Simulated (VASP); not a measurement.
# CsPbCl3 (Pm-3m) in VASP: notebook

CsPbCl3 is run at these levels: PBE+D3(BJ), PBE+D4, r2SCAN; tasks: single point, relaxation of cell and atoms.

Program: VASP 6.6.1. These are calculated values, not measurements. Logs are shortened: lines on timing, memory, paths and dates and some standing lists are left out, and cuts for length are marked.

### 1 The cell of the first run

It takes space group Pm-3m (No. 221, cubic). The conventional cell has a = 5.665 Å, b = 5.665 Å, c = 5.665 Å, α = 90.00°, β = 90.00°, γ = 90.00°. Within 3.7 Å of Pb (site symmetry m-3m) lie 6 Cl at 2.83 Å. Cs (site symmetry m-3m) has 12 Cl at 4.01 Å and 8 Pb at 4.91 Å within 5.3 Å. Cl (site symmetry 4/mmm) has 2 Pb at 2.83 Å within 3.7 Å.

### 2 Single point, PBE+D3(BJ)

Input file INCAR:

```
SYSTEM = CsPbCl3
ALGO = Normal
EDIFF = 1E-7
ENCUT = 520
GGA = PE
ISIF = 2
ISMEAR = -1
IVDW = 12
LASPH = .True.
LCHARG = .True.
LELF = .True.
LREAL = .False.
LVHAR = .True.
LWAVE = .False.
NBANDS = 30
NELM = 60
PREC = Accurate
SIGMA = 0.05
```

Input file KPOINTS:

```
k-points
0
Gamma
  5 5 5
  0 0 0
```

Input file POSCAR:

```
CsPbCl3
1.0
    5.6651168529      0.0000000000      0.0000000000
    0.0000000000      5.6651168529      0.0000000000
    0.0000000000      0.0000000000      5.6651168529
Pb Cs Cl
1 1 3
Direct
    0.5000000000      0.5000000000      0.5000000000
    0.0000000000      0.0000000000      0.0000000000
    0.5000000000      0.0000000000      0.5000000000
    0.0000000000      0.5000000000      0.5000000000
    0.5000000000      0.5000000000      0.0000000000
```

Potentials or basis: VASP PAW PBE potentials, release 64 (Pb_d, Cs_sv, Cl).

The run is started by

```sh
$ cat potpaw_PBE.64/Pb_d/POTCAR potpaw_PBE.64/Cs_sv/POTCAR potpaw_PBE.64/Cl/POTCAR > POTCAR
$ mpirun -np 1 vasp_std > vasp.out
```

OUTCAR:

```text
SYSTEM = CsPbCl3
   EDIFF = 1E-7
   ENCUT = 520
   GGA = PE
   ISIF = 2
   ISMEAR = -1
   IVDW = 12
   LASPH = .True.
   LREAL = .False.
   NELM = 60
   PREC = Accurate
 IVDW          = 12

 ion  position               nearest neighbor table
   1  0.500  0.500  0.500-   3 2.83   4 2.83   5 2.83   5 2.83   3 2.83   4 2.83
   2  0.000  0.000  0.000-
   3  0.500  0.000  0.500-   1 2.83   1 2.83
   4  0.000  0.500  0.500-   1 2.83   1 2.83
   5  0.500  0.500  0.000-   1 2.83   1 2.83

  LATTYP: Found a simple cubic cell.
 ALAT       =     5.6651168529

  Lattice vectors:

 A1 = (   5.6651168529,   0.0000000000,   0.0000000000)
 A2 = (   0.0000000000,   5.6651168529,   0.0000000000)
 A3 = (   0.0000000000,   0.0000000000,   5.6651168529)

Analysis of symmetry for initial positions (statically):
=====================================================================
 Subroutine PRICEL returns:
 Original cell was already a primitive cell.

 Routine SETGRP: Setting up the symmetry group for a
 simple cubic supercell.

 Subroutine GETGRP returns: Found 48 space group operations
 (whereof 48 operations were pure point group operations)
 out of a pool of 48 trial point group operations.

The static configuration has the point symmetry O_h .

Analysis of symmetry for dynamics (positions and initial velocities):
=====================================================================
 Subroutine PRICEL returns:
 Original cell was already a primitive cell.

 Routine SETGRP: Setting up the symmetry group for a
 simple cubic supercell.

 Subroutine GETGRP returns: Found 48 space group operations
 (whereof 48 operations were pure point group operations)
 out of a pool of 48 trial point group operations.

The dynamic configuration has the point symmetry O_h .

 Subroutine INISYM returns: Found 48 space group operations
 (whereof 48 operations are pure point group operations),
 and found     1 'primitive' translations

----------------------------------------------------------------------------------------

                                     Primitive cell

  volume of cell :     181.8137

  direct lattice vectors                    reciprocal lattice vectors
[... 74 lines left out ...]
   LSORBIT =      F    spin-orbit coupling
   LASPH  =      T    aspherical Exc in radial PAW
   ENCUT  =  520.0 eV  38.22 Ry    6.18 a.u.  10.53 10.53 10.53*2*pi/ulx,y,z
   NELM   =     60;   NELMIN=  2; NELMDL= -5     # of ELM steps
   EDIFF  = 0.1E-06   stopping-criterion for ELM
   LREAL  =      F    real-space projection
   EDIFFG = 0.1E-05   stopping-criterion for IOM
   NSW    =      0    number of steps for IOM
   IBRION =     -1    ionic relax: 0-MD 1-quasi-New 2-CG
   NFREE  =      0    steps in history (QN), initial steepest desc. (CG)
   ISIF   =      2    stress and relaxation
   ISYM   =      2    0-nonsym 1-usesym 2-fastsym
   POTIM  = 0.5000    time-step for ionic-motion
   TEBEG  =    0.0;   TEEND  =   0.0 temperature during run
   PSTRESS=    0.0 pullay stress
   NELECT =      44.0000    total number of electrons
   NUPDOWN=      -1.0000    fix difference up-down
   EMIN   =  10.00;   EMAX   =-10.00  energy-range for DOS
   EFERMI =   0.00;   METHOD = LEGACY
   ISMEAR =    -1;   SIGMA  =   0.05  broadening in eV -4-tet -1-fermi 0-gaus
   EFERMI_NEDOS =   21; number of points for ismear=-14 and -15
   IALGO  =     38    algorithm
   IMIX   =      4    mixing-type and parameters
     AMIX     =   0.40;   BMIX     =  1.00
     AMIX_MAG =   1.60;   BMIX_MAG =  1.00
  volume/ion in A,a.u.               =      36.36       245.39
  Fermi-wavevector in a.u.,A,eV,Ry     =   1.020196  1.927890 14.160936  1.040799
  Thomas-Fermi vector in A             =   2.153752
   LORBIT       =      0    0 simple, 1 ext, 2 COOP (PROOUT), +10 PAW based schemes
   GGA     = PE    functional components
   LHFCALC =     F    Hartree Fock is set to
   AEXX    =    0.0000 exact exchange contribution
   IVDW    =    12    specifies the selected vdW correction
   LEPSILON=     F    determine dielectric tensor
   LRPA    =     F    only Hartree local field effects (RPA)
 non-spin polarized calculation
  energy-cutoff  :      520.00
  volume of cell :      181.81
 maximum number of plane-waves:      4945
 NGX is ok and might be reduce to    42
   NGX = 21   NGY = 21   NGZ = 21

 number of electron      44.0000020 magnetization

 Free energy of the ion-electron system (eV)
  ---------------------------------------------------
  ext. energy  EPLUGINS =         0.00000000
  ---------------------------------------------------
  free energy    TOTEN  =       -17.55345599 eV

  energy without entropy =      -17.55345599  energy(sigma->0) =      -17.55345599

 E-fermi :   1.9192     XC(G=0):  -7.6843

 val. band max:        0.8470781598   @ k =   0.4000   0.4000   0.4000
 cond. band min:       3.8788744173   @ k =   0.4000   0.4000   0.4000
 fundamental gap:      3.0317962575
 Fermi energy:         1.9192130410

 k-point     1 :       0.0000    0.0000    0.0000
  band No.  band energies     occupation
      1     -19.8070      2.00000
      2     -15.2558      2.00000
      3     -15.2558      2.00000
      4     -15.0534      2.00000
      5     -15.0534      2.00000
      6     -15.0534      2.00000
[... 319 lines left out ...]
     29       7.2464      0.00000
     30       8.1105      0.00000

------------------------ aborting loop because EDIFF is reached ----------------------------------------

 Edisp (eV)   -0.97113

 E8    (eV) :    -0.4473

  FORCE on cell =-STRESS in cart. coord.  units (eV):
  Direction    XX          YY          ZZ          XY          YZ          ZX
  --------------------------------------------------------------------------------------
  -------------------------------------------------------------------------------------
  Total      -0.03239    -0.03239    -0.03239    -0.00000    -0.00000     0.00000
  in kB      -0.28540    -0.28540    -0.28540    -0.00000    -0.00000     0.00000
  external pressure =       -0.29 kB  Pullay stress =        0.00 kB

 VOLUME and BASIS-vectors are now :
 -----------------------------------------------------------------------------
  energy-cutoff  :      520.00
  volume of cell :      181.81
      direct lattice vectors                 reciprocal lattice vectors
     5.665116853  0.000000000  0.000000000     0.176518866  0.000000000  0.000000000
     0.000000000  5.665116853  0.000000000     0.000000000  0.176518866  0.000000000
     0.000000000  0.000000000  5.665116853     0.000000000  0.000000000  0.176518866

 POSITION                                       TOTAL-FORCE (eV/Angst)
 -----------------------------------------------------------------------------------
      2.83256      2.83256      2.83256         0.000000      0.000000      0.000000
      0.00000      0.00000      0.00000         0.000000      0.000000      0.000000
      2.83256      0.00000      2.83256         0.000000      0.000000      0.000000
      0.00000      2.83256      2.83256         0.000000      0.000000      0.000000
      2.83256      2.83256      0.00000         0.000000      0.000000      0.000000
 -----------------------------------------------------------------------------------
    total drift:                                0.000000     -0.000000     -0.000000

  FREE ENERGIE OF THE ION-ELECTRON SYSTEM (eV)
  ---------------------------------------------------
  free  energy   TOTEN  =       -18.5245882794 eV

  energy  without entropy=      -18.5245882793  energy(sigma->0) =      -18.52458828
```

Wall time 46 s (1 thread of Intel Xeon Platinum 8175M at 2.50GHz (Skylake/Cascade Lake), shared host); peak memory 0.28 GiB.

Results:

| Quantity | Value |
| --- | --- |
| Free energy | -18.5246 eV |
| Pressure | 0.0 GPa |
| Band gap on the k mesh | 3.03 eV |
| Dispersion energy per atom | -0.194 eV |

Caveat: spin-orbit coupling is left out, which moves the levels of the heavy elements; an odd mesh through Γ misses points on the zone boundary, where band edges can lie.

### 3 Single point, PBE+D4

This run uses another cell than the first one, of 36.53 Å³/atom.

Input file INCAR:

```
  PREC = Accurate
  ENCUT = 520
  EDIFF = 1E-6
  ISMEAR = -1
  SIGMA = 0.05
  LREAL = False
  LASPH = True
  NELM = 60
  ALGO = Normal
  ISIF = 2
  LWAVE = False
  LCHARG = True
  GGA = PE
  IVDW = 13
  LELF = True
  LVHAR = True
  NBANDS = 30
```

Input file KPOINTS:

```
regular mesh
0
Gamma
  5 5 5
```

POSCAR, as its differences from that of step 2:

```diff
@@ -2,5 +2,5 @@
 1.0
-    5.6651168529      0.0000000000      0.0000000000
-    0.0000000000      5.6651168529      0.0000000000
-    0.0000000000      0.0000000000      5.6651168529
+    5.6736988705      0.0000000000      0.0000000000
+    0.0000000000      5.6736988705      0.0000000000
+    0.0000000000      0.0000000000      5.6736988705
 Pb Cs Cl
```

Potentials or basis: VASP PAW PBE potentials, release 64 (Pb_d, Cs_sv, Cl).

The run is started by

```sh
$ cat potpaw_PBE.64/Pb_d/POTCAR potpaw_PBE.64/Cs_sv/POTCAR potpaw_PBE.64/Cl/POTCAR > POTCAR
$ mpirun -np 1 vasp_std > vasp.out
```

Wall time 42 s (1 thread of Intel Xeon Platinum 8175M at 2.50GHz (Skylake/Cascade Lake), shared host); peak memory 0.28 GiB.

It converged, with:

| Quantity | Value |
| --- | --- |
| Free energy | -18.4409 eV |
| Pressure | 0.0 GPa |
| Band gap on the k mesh | 3.04 eV |
| Dispersion energy per atom | -0.177 eV |

Levels at points of the mesh, in eV from the valence-band top:
| k point | band 20 | band 21 | band 22 | band 23 | band 24 | band 25 |
| --- | --- | --- | --- | --- | --- | --- |
| (0.00, 0.00, 0.00) | -1.73 | -1.73 | -1.73 | 4.07 | 5.08 | 5.08 |

Caveat: spin-orbit coupling is left out, which moves the levels of the heavy elements; an odd mesh through Γ misses points on the zone boundary, where band edges can lie.

### 4 Relaxation of cell and atoms, PBE+D4

This run uses another cell than the first one, of 35.22 Å³/atom.

Input file INCAR:

```
SYSTEM = CsPbCl3
ALGO = Normal ; EDIFF = 1E-7
EDIFFG = -0.01 ; ENCUT = 600
GGA = PE ; IBRION = 2
ISIF = 3 ; ISMEAR = -1
IVDW = 13 ; LASPH = .TRUE.
LCHARG = .FALSE. ; LREAL = .FALSE.
LWAVE = .FALSE. ; NELM = 60
NSW = 60 ; PREC = Accurate
SIGMA = 0.05
```

Input file KPOINTS:

```
k-points
0
G
  5 5 5
  0 0 0
```

POSCAR, as its differences from that of step 3:

```diff
@@ -2,5 +2,5 @@
 1.0
-    5.6736988705      0.0000000000      0.0000000000
-    0.0000000000      5.6736988705      0.0000000000
-    0.0000000000      0.0000000000      5.6736988705
+    5.6050000000      0.0000000000      0.0000000000
+    0.0000000000      5.6050000000      0.0000000000
+    0.0000000000      0.0000000000      5.6050000000
 Pb Cs Cl
```

The run is started by

```sh
$ cat potpaw_PBE.64/Pb_d/POTCAR potpaw_PBE.64/Cs_sv/POTCAR potpaw_PBE.64/Cl/POTCAR > POTCAR
$ mpirun -np 1 vasp_std > vasp.out
```

It took 1.9 min on 1 thread of Intel Xeon Platinum 8175M at 2.50GHz (Skylake/Cascade Lake), shared host; peak memory 0.37 GiB.

It converged, with:

| Property | Result |
| --- | --- |
| Free energy | -18.4410 eV |
| Relaxed volume | 36.54 Å³/atom |
| Relaxed cell | a = 5.674 Å, b = 5.674 Å, c = 5.674 Å, α = 90.00°, β = 90.00°, γ = 90.00° |
| Space group after relaxing (to 0.1 Å) | Pm-3m (No. 221) |
| Energy gained by relaxing | 3.8 meV/atom |
| Ionic steps | 3 |
| Pressure after relaxing | 0.0 GPa |
| Band gap on the k mesh | 3.04 eV |
| Dispersion energy per atom | -0.177 eV |

The path:
```
step  energy change (eV)  largest force (eV/Å)  pressure (GPa)  volume (Å³)
   1              0.0000                0.0000            0.96       176.09
   2             -0.0185                0.0000            0.16       181.51
   3             -0.0191                0.0000            0.00       182.71
```

Final structure:
```cif
data_structure
_symmetry_space_group_name_H-M 'P 1'
_symmetry_Int_Tables_number 1
_cell_length_a 5.6745
_cell_length_b 5.6745
_cell_length_c 5.6745
_cell_angle_alpha 90.000
_cell_angle_beta 90.000
_cell_angle_gamma 90.000
_cell_volume 182.71
loop_
_atom_site_label
_atom_site_type_symbol
_atom_site_fract_x
_atom_site_fract_y
_atom_site_fract_z
_atom_site_occupancy
Pb1 Pb 0.50000 0.50000 0.50000 1
Cs1 Cs 0.00000 0.00000 0.00000 1
Cl1 Cl 0.50000 0.00000 0.50000 1
Cl2 Cl 0.00000 0.50000 0.50000 1
Cl3 Cl 0.50000 0.50000 0.00000 1
```

Levels at points of the mesh, in eV from the valence-band top:
| k point | band 18 | band 19 | band 20 | band 21 | band 22 | band 23 | band 24 | band 25 | band 26 |
| --- | --- | --- | --- | --- | --- | --- | --- | --- | --- |
| (0.00, 0.00, 0.00) | -1.81 | -1.81 | -1.72 | -1.72 | -1.72 | 4.07 | 5.09 | 5.09 | 5.99 |

Caveat: spin-orbit coupling is left out, which moves the levels of the heavy elements; an odd mesh through Γ misses points on the zone boundary, where band edges can lie.

### 5 Relaxation of cell and atoms, r2SCAN

This run uses another cell than the first one, of 35.22 Å³/atom.

POSCAR is that of step 4.

Input file INCAR.step1:

```
PREC = Accurate
ENCUT = 600
ISMEAR = -1
SIGMA = 0.05
LREAL = False
LASPH = True
NELM = 60
GGA = PE
ALGO = Normal
EDIFF = 1E-4
LWAVE = True
LCHARG = False
```

Input file INCAR.step2:

```
PREC = Accurate
ENCUT = 600
EDIFF = 1E-6
ISMEAR = -1
SIGMA = 0.05
LREAL = False
LASPH = True
NELM = 60
ALGO = Normal
ISIF = 3
LWAVE = False
LCHARG = False
METAGGA = R2SCAN
LMIXTAU = True
IBRION = 2
NSW = 60
EDIFFG = -0.01
ISTART = 1
```

Input file KPOINTS:

```
regular mesh
0
Gamma
  5 5 5
```

The run is started by

```sh
$ cat potpaw_PBE.64/Pb_d/POTCAR potpaw_PBE.64/Cs_sv/POTCAR potpaw_PBE.64/Cl/POTCAR > POTCAR
$ cp INCAR.step1 INCAR
$ mpirun -np 1 vasp_std > vasp.out
$ cp INCAR.step2 INCAR
$ mpirun -np 1 vasp_std > vasp.out
```

Run time: 3.7 min. Hardware: 1 thread of Intel Xeon 6975P-C (Granite Rapids), shared host; peak memory 0.4 GiB.

The run converged. Its results:

```yaml
Free_energy: -108.1945 eV
Relaxed_volume: 36.48 Å³/atom
Relaxed_cell: a = 5.671 Å, b = 5.671 Å, c = 5.671 Å, α = 90.00°, β = 90.00°, γ = 90.00°
Space_group_after_relaxing_to_0.1_Å: Pm-3m (No. 221)
Energy_gained_by_relaxing: 3.7 meV/atom
Ionic_steps: 3
Pressure_after_relaxing: 0.0 GPa
Band_gap_on_the_k_mesh: 3.40 eV
```

Step by step:
| step | energy change (eV) | largest force (eV/Å) | pressure (GPa) | volume (Å³) |
| --- | --- | --- | --- | --- |
| 1 | 0.0000 | 0.0000 | 0.96 | 176.09 |
| 2 | -0.0181 | 0.0000 | 0.12 | 181.54 |
| 3 | -0.0185 | 0.0000 | 0.01 | 182.40 |

Final structure:
```cif
data_structure
_symmetry_space_group_name_H-M 'P 1'
_symmetry_Int_Tables_number 1
_cell_length_a 5.6712
_cell_length_b 5.6712
_cell_length_c 5.6712
_cell_angle_alpha 90.000
_cell_angle_beta 90.000
_cell_angle_gamma 90.000
_cell_volume 182.40
loop_
_atom_site_label
_atom_site_type_symbol
_atom_site_fract_x
_atom_site_fract_y
_atom_site_fract_z
_atom_site_occupancy
Pb1 Pb 0.50000 0.50000 0.50000 1
Cs1 Cs 0.00000 0.00000 0.00000 1
Cl1 Cl 0.50000 0.00000 0.50000 1
Cl2 Cl 0.00000 0.50000 0.50000 1
Cl3 Cl 0.50000 0.50000 0.00000 1
```

Levels at points of the mesh, in eV from the valence-band top:
```tsv
k point	band 20	band 21	band 22	band 23	band 24	band 25
(0.00, 0.00, 0.00)	-1.92	-1.92	-1.92	4.53	5.43	5.43
```

Caveat: the PAW data sets were made with another functional, which shifts forces and pressure a little; spin-orbit coupling is left out, which moves the levels of the heavy elements; an odd mesh through Γ misses points on the zone boundary, where band edges can lie.

### 6 Summary

| task | level | cell | cutoff (eV) | gap on the mesh (eV) | pressure (GPa) | relaxed volume (Å³/atom) |
| --- | --- | --- | --- | --- | --- | --- |
| single point | PBE+D3(BJ) | a = 5.665 Å, 5 atoms | 520 | 3.03 | 0.0 | - |
| single point | PBE+D4 | a = 5.674 Å, 5 atoms | 520 | 3.04 | 0.0 | - |
| relaxation of cell and atoms | PBE+D4 | relaxed from a = 5.605 Å, 5 atoms | 600 | 3.04 | 0.0 | 36.54 |
| relaxation of cell and atoms | r2SCAN | relaxed from a = 5.605 Å, 5 atoms | 600 | 3.40 | 0.0 | 36.48 |

Alike in all rows: potentials or basis VASP PAW PBE potentials, release 64 (Pb_d, Cs_sv, Cl); no spin polarisation; k mesh 5 × 5 × 5; smearing fermi-dirac 0.05 eV.

Caveats: spin-orbit coupling is left out, which moves the levels of the heavy elements; an odd mesh through Γ misses points on the zone boundary, where band edges can lie; the PAW data sets were made with another functional, which shifts forces and pressure a little (at least some runs).

Absolute energies hang on the potentials; compare differences alone.
